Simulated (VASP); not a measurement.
The system is Os.

```
Os
1.0
    -1.52842    1.52842    1.52842
     1.52842   -1.52842    1.52842
     1.52842    1.52842   -1.52842
Os
1
Cartesian
  0.0000 0.0000 0.0000
```

This isn't the form of Os at room conditions, which is hcp.

```yaml
Program: VASP 6.6.1
Task: relaxation of cell and atoms
Functional: PBE
Potentials_or_basis: VASP PAW PBE potentials, release 64 (Os)
Cutoff: 600 eV
k_mesh: 19 × 19 × 19
Occupations: fermi-dirac, width 0.05 eV
Spin: no spin polarisation
```

At the start: pressure 13.5 GPa; volume 14.28 Å³/atom.

**Question.** How do energy, volume and symmetry change on relaxing?

**Answer.** Over 4 steps the energy falls by 20.4 meV/atom and the volume is 14.79 Å³/atom (+3.5 %); space group Im-3m (No. 229, to 0.1 Å) before and after.

The path:
```csv
step,energy change (eV),largest force (eV/Å),pressure (GPa),volume (Å³)
1,0.0000,0.0000,13.49,14.28
2,0.2429,0.0000,-34.55,16.92
3,-0.0203,0.0000,-0.77,14.82
4,-0.0204,0.0000,-0.04,14.79
```

Final structure:
```
Os
1.0
    -1.54620    1.54620    1.54620
     1.54620   -1.54620    1.54620
     1.54620    1.54620   -1.54620
Os
1
Cartesian
  0.0000 0.0000 0.0000
```
